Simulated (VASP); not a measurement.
# LaB6 (Pm-3m) in VASP: a series of runs

LaB6 is run at these levels: r2SCAN; tasks: single point.

Everything below comes from runs of VASP 6.6.1. Logs are shortened: lines on timing, memory, paths and dates and some standing lists are left out, and cuts for length are marked.

### Step 1. The cell of the first run

The structure is cubic, space group Pm-3m (No. 221). The conventional cell has a = 4.157 Å, b = 4.157 Å, c = 4.157 Å, α = 90.00°, β = 90.00°, γ = 90.00°. La (site symmetry m-3m) has 24 B at 3.05 Å within 4.0 Å. B (site symmetry 4mm) has 5 B at 1.64 to 1.78 Å within 2.2 Å.

### Step 2. Single point, r2SCAN

The input, POSCAR:

```
LaB6
1.0
    4.1570000000      0.0000000000      0.0000000000
    0.0000000000      4.1570000000      0.0000000000
    0.0000000000      0.0000000000      4.1570000000
La B
1 6
Direct
    0.0000000000      0.0000000000      0.0000000000
    0.1975000000      0.5000000000      0.5000000000
    0.5000000000      0.1975000000      0.5000000000
    0.8025000000      0.5000000000      0.5000000000
    0.5000000000      0.8025000000      0.5000000000
    0.5000000000      0.5000000000      0.1975000000
    0.5000000000      0.5000000000      0.8025000000
```

The input, INCAR.step1:

```
SYSTEM = LaB6
  PREC = Accurate
  ENCUT = 520
  ISMEAR = 0
  SIGMA = 0.1
  LREAL = .FALSE.
  LASPH = .TRUE.
  NELM = 100
  NBANDS = 24
  GGA = PE
  ALGO = Normal
  EDIFF = 1E-4
  LWAVE = .TRUE.
  LCHARG = .FALSE.
```

The input, INCAR.step2:

```
SYSTEM = LaB6
  PREC = Accurate
  ENCUT = 520
  EDIFF = 1E-6
  ISMEAR = 0
  SIGMA = 0.1
  LREAL = .FALSE.
  LASPH = .TRUE.
  NELM = 100
  ALGO = Normal
  ISIF = 2
  LWAVE = .FALSE.
  LCHARG = .FALSE.
  METAGGA = R2SCAN
  LMIXTAU = .TRUE.
  NBANDS = 24
  ISTART = 1
```

The input, KPOINTS:

```
Automatic mesh
0
G
  4 4 4
  0 0 0
```

Potentials or basis: VASP PAW PBE potentials, release 64 (La, B).

Run with:

```bash
cat potpaw_PBE.64/La/POTCAR potpaw_PBE.64/B/POTCAR > POTCAR
cp INCAR.step1 INCAR
mpirun -np 1 vasp_std > vasp.out
cp INCAR.step2 INCAR
mpirun -np 1 vasp_std > vasp.out
```

OUTCAR:

```text
SYSTEM = LaB6
   PREC = Accurate
   ENCUT = 520
   EDIFF = 1E-6
   ISMEAR = 0
   LREAL = .FALSE.
   LASPH = .TRUE.
   NELM = 100
   ISIF = 2
   METAGGA = R2SCAN
   ISTART = 1

 ion  position               nearest neighbor table
   1  0.000  0.000  0.000-
   2  0.197  0.500  0.500-   4 1.64   3 1.78   5 1.78   6 1.78   7 1.78
   3  0.500  0.197  0.500-   5 1.64   4 1.78   2 1.78   6 1.78   7 1.78
   4  0.803  0.500  0.500-   2 1.64   3 1.78   5 1.78   6 1.78   7 1.78
   5  0.500  0.803  0.500-   3 1.64   2 1.78   4 1.78   6 1.78   7 1.78
   6  0.500  0.500  0.197-   7 1.64   3 1.78   4 1.78   5 1.78   2 1.78
   7  0.500  0.500  0.803-   6 1.64   3 1.78   4 1.78   5 1.78   2 1.78

  LATTYP: Found a simple cubic cell.
 ALAT       =     4.1570000000

  Lattice vectors:

 A1 = (   4.1570000000,   0.0000000000,   0.0000000000)
 A2 = (   0.0000000000,   4.1570000000,   0.0000000000)
 A3 = (   0.0000000000,   0.0000000000,   4.1570000000)

Analysis of symmetry for initial positions (statically):
=====================================================================
 Subroutine PRICEL returns:
 Original cell was already a primitive cell.

 Routine SETGRP: Setting up the symmetry group for a
 simple cubic supercell.

 Subroutine GETGRP returns: Found 48 space group operations
 (whereof 48 operations were pure point group operations)
 out of a pool of 48 trial point group operations.

The static configuration has the point symmetry O_h .

Analysis of symmetry for dynamics (positions and initial velocities):
=====================================================================
 Subroutine PRICEL returns:
 Original cell was already a primitive cell.

 Routine SETGRP: Setting up the symmetry group for a
 simple cubic supercell.

 Subroutine GETGRP returns: Found 48 space group operations
 (whereof 48 operations were pure point group operations)
 out of a pool of 48 trial point group operations.

The dynamic configuration has the point symmetry O_h .

 Subroutine INISYM returns: Found 48 space group operations
 (whereof 48 operations are pure point group operations),
 and found     1 'primitive' translations

----------------------------------------------------------------------------------------

                                     Primitive cell

  volume of cell :      71.8357

  direct lattice vectors                    reciprocal lattice vectors
     4.157000000  0.000000000  0.000000000     0.240558095  0.000000000  0.000000000
     0.000000000  4.157000000  0.000000000     0.000000000  0.240558095  0.000000000
     0.000000000  0.000000000  4.157000000     0.000000000  0.000000000  0.240558095

  length of vectors
     4.157000000  4.157000000  4.157000000     0.240558095  0.240558095  0.240558095

  position of ions in fractional coordinates (direct lattice)
     0.000000000  0.000000000  0.000000000
     0.197500000  0.500000000  0.500000000
     0.500000000  0.197500000  0.500000000
     0.802500000  0.500000000  0.500000000
     0.500000000  0.802500000  0.500000000
     0.500000000  0.500000000  0.197500000
     0.500000000  0.500000000  0.802500000

  ion indices of the primitive-cell ions
   primitive index   ion index
                 1           1
                 2           2
                 3           3
                 4           4
                 5           5
                 6           6
                 7           7

----------------------------------------------------------------------------------------

 KPOINTS: Automatic mesh

Automatic generation of k-mesh.
 Grid dimensions read from file:
 generate k-points for:    4    4    4

 Generating k-lattice:

  Cartesian coordinates                     Fractional coordinates (reciprocal lattice)
     0.060139524  0.000000000  0.000000000     0.250000000  0.000000000  0.000000000
     0.000000000  0.060139524  0.000000000     0.000000000  0.250000000  0.000000000
     0.000000000  0.000000000  0.060139524     0.000000000  0.000000000  0.250000000

  Length of vectors
     0.060139524  0.060139524  0.060139524

  Shift w.r.t. Gamma in fractional coordinates (k-lattice)
     0.000000000  0.000000000  0.000000000

 Subroutine IBZKPT returns following result:
 ===========================================

 Found     10 irreducible k-points:

 Following reciprocal coordinates:
            Coordinates               Weight
  0.000000  0.000000  0.000000      1.000000
  0.250000  0.000000  0.000000      6.000000
  0.500000  0.000000  0.000000      3.000000
  0.250000  0.250000  0.000000     12.000000
  0.500000  0.250000  0.000000     12.000000
  0.500000  0.500000  0.000000      3.000000
  0.250000  0.250000  0.250000      8.000000
  0.500000  0.250000  0.250000     12.000000
  0.500000  0.500000  0.250000      6.000000
  0.500000  0.500000  0.500000      1.000000
   k-points           NKPTS =     10   k-points in BZ     NKDIM =     10   number of bands    NBANDS=     24
[... 79 lines left out ...]
      5      -7.7143      2.00000
      6       0.3839      2.00000
[... 16 lines left out ...]
     23      11.0350      0.00000
     24      12.1032      0.00000

 k-point     2 :       0.2500    0.0000    0.0000
  band No.  band energies     occupation
      1     -25.6259      2.00000
      2      -9.4264      2.00000
      3      -8.9016      2.00000
      4      -8.9016      2.00000
      5      -7.1543      2.00000
      6      -1.6121      2.00000
[... 16 lines left out ...]
     23      11.4496      0.00000
     24      11.5281      0.00000

 k-point     3 :       0.5000    0.0000    0.0000
  band No.  band energies     occupation
      1     -25.6132      2.00000
      2      -9.7603      2.00000
      3      -8.8593      2.00000
      4      -8.8593      2.00000
      5      -6.6714      2.00000
      6      -2.6402      2.00000
[... 16 lines left out ...]
     23      11.2045      0.00000
     24      11.3481      0.00000

 k-point     4 :       0.2500    0.2500    0.0000
  band No.  band energies     occupation
      1     -25.6136      2.00000
      2      -9.3934      2.00000
      3      -9.1622      2.00000
      4      -8.8641      2.00000
      5      -6.9758      2.00000
      6      -1.5557      2.00000
[... 16 lines left out ...]
     23      11.4489      0.00000
     24      11.8020      0.00000

 k-point     5 :       0.5000    0.2500    0.0000
  band No.  band energies     occupation
      1     -25.6013      2.00000
      2      -9.5846      2.00000
      3      -9.1284      2.00000
      4      -8.8260      2.00000
      5      -6.8578      2.00000
      6      -2.0822      2.00000
[... 16 lines left out ...]
     23      11.5051      0.00000
     24      12.4185      0.00000

 k-point     6 :       0.5000    0.5000    0.0000
  band No.  band energies     occupation
      1     -25.5893      2.00000
      2      -9.3716      2.00000
      3      -9.3716      2.00000
      4      -8.7922      2.00000
      5      -7.0959      2.00000
      6      -1.4108      2.00000
[... 16 lines left out ...]
     23      12.1040      0.00000
     24      12.1550      0.00000

 k-point     7 :       0.2500    0.2500    0.2500
  band No.  band energies     occupation
      1     -25.6016      2.00000
      2      -9.3235      2.00000
      3      -9.1020      2.00000
      4      -9.1020      2.00000
      5      -6.9124      2.00000
      6      -1.1528      2.00000
[... 16 lines left out ...]
     23      11.4622      0.00000
     24      12.4473      0.00000

 k-point     8 :       0.5000    0.2500    0.2500
  band No.  band energies     occupation
      1     -25.5896      2.00000
      2      -9.4486      2.00000
      3      -9.1001      2.00000
      4      -9.0397      2.00000
      5      -6.8777      2.00000
      6      -1.8835      2.00000
[... 16 lines left out ...]
     23      11.7950      0.00000
     24      12.4254      0.00000

 k-point     9 :       0.5000    0.5000    0.2500
  band No.  band energies     occupation
      1     -25.5778      2.00000
      2      -9.2946      2.00000
      3      -9.2946      2.00000
      4      -9.0099      2.00000
      5      -6.9227      2.00000
      6      -1.7366      2.00000
[... 16 lines left out ...]
     23      12.6140      0.00000
     24      12.6143      0.00000

 k-point    10 :       0.5000    0.5000    0.5000
  band No.  band energies     occupation
      1     -25.5663      2.00000
      2      -9.2138      2.00000
      3      -9.2138      2.00000
      4      -9.2138      2.00000
      5      -6.7185      2.00000
      6      -2.0532      2.00000
[... 16 lines left out ...]
     23      13.1751      0.00000
     24      13.3983      0.00000

------------------------ aborting loop because EDIFF is reached ----------------------------------------

  FORCE on cell =-STRESS in cart. coord.  units (eV):
  Direction    XX          YY          ZZ          XY          YZ          ZX
  --------------------------------------------------------------------------------------
  -------------------------------------------------------------------------------------
  Total       -0.4168855     -0.4168855     -0.4168855      0.0000000     -0.0000000      0.0000000
  in kB       -9.2979527     -9.2979527     -9.2979527      0.0000000     -0.0000000      0.0000000
  external PRESSURE =      -9.2979527 kB  Pullay stress =       0.0000000 kB

 VOLUME and BASIS-vectors are now :
 -----------------------------------------------------------------------------
  energy-cutoff  :      520.00
  volume of cell :       71.84
      direct lattice vectors                 reciprocal lattice vectors
     4.157000000  0.000000000  0.000000000     0.240558095  0.000000000  0.000000000
     0.000000000  4.157000000  0.000000000     0.000000000  0.240558095  0.000000000
     0.000000000  0.000000000  4.157000000     0.000000000  0.000000000  0.240558095

 POSITION                                       TOTAL-FORCE (eV/Angst)
 -----------------------------------------------------------------------------------
      0.00000      0.00000      0.00000         0.000000     -0.000000      0.000000
      0.82101      2.07850      2.07850         0.576611      0.000000     -0.000000
      2.07850      0.82101      2.07850         0.000000      0.576611      0.000000
      3.33599      2.07850      2.07850        -0.576611     -0.000000      0.000000
      2.07850      3.33599      2.07850        -0.000000     -0.576611      0.000000
      2.07850      2.07850      0.82101         0.000000      0.000000      0.576611
      2.07850      2.07850      3.33599        -0.000000     -0.000000     -0.576611
 -----------------------------------------------------------------------------------
    total drift:                                0.000000      0.000000      0.000000

  FREE ENERGIE OF THE ION-ELECTRON SYSTEM (eV)
  ---------------------------------------------------
  free  energy   TOTEN  =       -78.1389569524 eV

  energy  without entropy=      -78.1318734406  energy(sigma->0) =      -78.13541520
```

It took 62 s on 1 thread of AMD EPYC 7R13 (Zen 3), shared host; peak memory 0.16 GiB.

Results:

* Free energy: -78.1390 eV
* Pressure: -0.9 GPa
* Largest force: 0.577 eV/Å

Forces in eV/Å, atoms in the order of the input:
```
La   0.000  0.000  0.000
B    0.577  0.000  0.000
B    0.000  0.577  0.000
B   -0.577  0.000  0.000
B    0.000 -0.577  0.000
B    0.000  0.000  0.577
B    0.000  0.000 -0.577
```

Levels at points of the mesh, in eV from the Fermi level:
```
           k point  band 10  band 11  band 12  band 13  band 14  band 15  band 16  band 17  band 18  band 19
(0.00, 0.00, 0.00)    -7.63    -7.63    -1.92    -1.92    -1.92     0.18     0.18     0.18     1.58     1.58
(0.50, 0.00, 0.00)    -7.15    -3.71    -3.71    -3.48    -2.60    -1.50     1.60     1.60     1.71     2.19
(0.50, 0.50, 0.00)    -6.52    -4.72    -4.72    -3.14    -3.14     1.16     1.16     2.22     2.24     2.24
(0.50, 0.50, 0.50)    -5.08    -5.08    -2.57    -2.57    -2.57     1.73     2.00     2.00     2.00     2.05
```

Caveat: the k points lie up to 0.38 Å⁻¹ apart; the PAW data sets were made with another functional, which shifts forces and pressure a little; spin-orbit coupling is left out, which moves the levels of the heavy elements.

### Step 3. Single point, r2SCAN

This run uses another cell than the first one, of 10.23 Å³/atom, 0.997 times its volume.

The input, POSCAR:

```
LaB6
1.0
    4.1523647893      0.0000000000      0.0000000000
    0.0000000000      4.1523647893      0.0000000000
    0.0000000000      0.0000000000      4.1523647893
La B
1 6
Direct
    0.0000000000      0.0000000000      0.0000000000
    0.2000318048      0.5000000000      0.5000000000
    0.5000000000      0.2000318048      0.5000000000
    0.7999681952      0.5000000000      0.5000000000
    0.5000000000      0.7999681952      0.5000000000
    0.5000000000      0.5000000000      0.2000318048
    0.5000000000      0.5000000000      0.7999681952
```

The input, INCAR.step1:

```
PREC     = Accurate       # precision mode
ENCUT    = 520            # plane-wave cutoff, eV
ISMEAR   = 0              # smearing method
SIGMA    = 0.1            # smearing width, eV
LREAL    = False          # projectors in reciprocal space
LASPH    = True           # aspherical terms in the spheres
NELM     = 60             # most SCF steps
NBANDS   = 24             # bands
GGA      = PE             # functional
ALGO     = Normal         # electronic algorithm
EDIFF    = 1E-4           # SCF threshold, eV
LWAVE    = True           # write WAVECAR
LCHARG   = False          # write CHGCAR
```

The input, INCAR.step2:

```
PREC     = Accurate       # precision mode
ENCUT    = 520            # plane-wave cutoff, eV
EDIFF    = 1E-6           # SCF threshold, eV
ISMEAR   = 0              # smearing method
SIGMA    = 0.1            # smearing width, eV
LREAL    = False          # projectors in reciprocal space
LASPH    = True           # aspherical terms in the spheres
NELM     = 60             # most SCF steps
ALGO     = Normal         # electronic algorithm
ISIF     = 2              # what is computed and relaxed
LWAVE    = False          # write WAVECAR
LCHARG   = False          # write CHGCAR
METAGGA  = R2SCAN         # meta-GGA
LMIXTAU  = True         
NBANDS   = 24             # bands
ISTART   = 1
```

The input, KPOINTS:

```
regular mesh
0
Gamma
  8 8 8
```

Potentials or basis: VASP PAW PBE potentials, release 64 (La, B).

Run with:

```bash
cat potpaw_PBE.64/La/POTCAR potpaw_PBE.64/B/POTCAR > POTCAR
cp INCAR.step1 INCAR
mpirun -np 1 vasp_std > vasp.out
cp INCAR.step2 INCAR
mpirun -np 1 vasp_std > vasp.out
```

Wall time 4.1 min (1 thread of AMD EPYC 7R13 (Zen 3), shared host); peak memory 0.19 GiB.

Results (log left out):

| Quantity | Value |
| --- | --- |
| Free energy | -78.2231 eV |
| Pressure | 0.0 GPa |
| Largest force | 0.019 eV/Å |

Forces on the atoms (eV/Å):
```
La   0.000  0.000  0.000
B   -0.019  0.000  0.000
B    0.000 -0.019  0.000
B    0.019  0.000  0.000
B    0.000  0.019  0.000
B    0.000  0.000 -0.019
B    0.000  0.000  0.019
```

Levels at points of the mesh, in eV from the Fermi level:
```csv
k point,band 11,band 12,band 13,band 14,band 15,band 16,band 17,band 18
"(0.00, 0.00, 0.00)",-7.49,-1.98,-1.98,-1.98,0.28,0.28,0.28,1.66
"(0.50, 0.00, 0.00)",-3.70,-3.70,-3.39,-2.51,-1.57,1.67,1.67,1.71
"(0.50, 0.50, 0.00)",-4.71,-4.71,-3.06,-3.06,1.20,1.20,2.22,2.25
"(0.50, 0.50, 0.50)",-5.05,-2.53,-2.53,-2.53,1.68,2.02,2.02,2.02
```

Caveat: the PAW data sets were made with another functional, which shifts forces and pressure a little; spin-orbit coupling is left out, which moves the levels of the heavy elements.

### Step 4. Single point, r2SCAN

This run uses another cell than the first one, of 10.23 Å³/atom, 0.997 times its volume.

The input, POSCAR:

```
LaB6
1.0
    4.1530007222      0.0000000000      0.0000000000
    0.0000000000      4.1530007222      0.0000000000
    0.0000000000      0.0000000000      4.1530007222
La B
1 6
Direct
    0.0000000000      0.0000000000      0.0000000000
    0.2000555954      0.5000000000      0.5000000000
    0.5000000000      0.2000555954      0.5000000000
    0.7999444046      0.5000000000      0.5000000000
    0.5000000000      0.7999444046      0.5000000000
    0.5000000000      0.5000000000      0.2000555954
    0.5000000000      0.5000000000      0.7999444046
```

The input, INCAR.step1:

```
  PREC = Accurate
  ENCUT = 520
  ISMEAR = -1
  SIGMA = 0.15
  LREAL = F
  LASPH = T
  NELM = 80
  NBANDS = 24
  GGA = PE
  ALGO = Normal
  EDIFF = 1E-4
  LWAVE = T
  LCHARG = F
```

The input, INCAR.step2:

```
  PREC = Accurate
  ENCUT = 520
  EDIFF = 1E-6
  ISMEAR = -1
  SIGMA = 0.15
  LREAL = F
  LASPH = T
  NELM = 80
  ALGO = Normal
  ISIF = 2
  LWAVE = F
  LCHARG = F
  METAGGA = R2SCAN
  LMIXTAU = T
  NBANDS = 24
  ISTART = 1
```

The input, KPOINTS:

```
Automatic mesh
0
Gamma
  8 8 8
```

Run with:

```bash
cat potpaw_PBE.64/La/POTCAR potpaw_PBE.64/B/POTCAR > POTCAR
cp INCAR.step1 INCAR
mpirun -np 1 vasp_std > vasp.out
cp INCAR.step2 INCAR
mpirun -np 1 vasp_std > vasp.out
```

Run time: 6.1 min. Hardware: 1 thread of AMD EPYC 7R13 (Zen 3), shared host; peak memory 0.2 GiB.

The run converged. Its results:

```
Free energy   : -78.2494 eV
Pressure      : 0.0 GPa
Largest force : 0.023 eV/Å
```

Forces in eV/Å, atoms in the order of the input:
```
La   0.000  0.000  0.000
B   -0.023  0.000  0.000
B    0.000 -0.023  0.000
B    0.023  0.000  0.000
B    0.000  0.023  0.000
B    0.000  0.000 -0.023
B    0.000  0.000  0.023
```

Levels at points of the mesh, in eV from the Fermi level:
```tsv
k point	band 11	band 12	band 13	band 14	band 15	band 16	band 17	band 18
(0.00, 0.00, 0.00)	-7.51	-2.00	-2.00	-2.00	0.26	0.26	0.26	1.64
(0.50, 0.00, 0.00)	-3.73	-3.73	-3.41	-2.53	-1.60	1.65	1.65	1.69
(0.50, 0.50, 0.00)	-4.73	-4.73	-3.09	-3.09	1.18	1.18	2.21	2.23
(0.50, 0.50, 0.50)	-5.07	-2.56	-2.56	-2.56	1.66	2.00	2.00	2.00
```

Caveat: the PAW data sets were made with another functional, which shifts forces and pressure a little; spin-orbit coupling is left out, which moves the levels of the heavy elements.

### Step 5. The runs side by side

```tsv
cell	k mesh	smearing	gap on the mesh (eV)	pressure (GPa)	largest force (eV/Å)
a = 4.157 Å, 7 atoms	4 × 4 × 4	gaussian 0.1 eV	none	-0.9	0.58
a = 4.152 Å, 7 atoms	8 × 8 × 8	gaussian 0.1 eV	none	0.0	0.02
a = 4.153 Å, 7 atoms	8 × 8 × 8	fermi-dirac 0.15 eV	none	0.0	0.02
```

Alike in all rows: task single point; level r2SCAN; potentials or basis VASP PAW PBE potentials, release 64 (La, B); no spin polarisation; cutoff (eV) 520.

Caveats: some runs use coarse meshes; the PAW data sets were made with another functional, which shifts forces and pressure a little; spin-orbit coupling is left out, which moves the levels of the heavy elements.

Absolute energies hang on the potentials; compare differences alone.
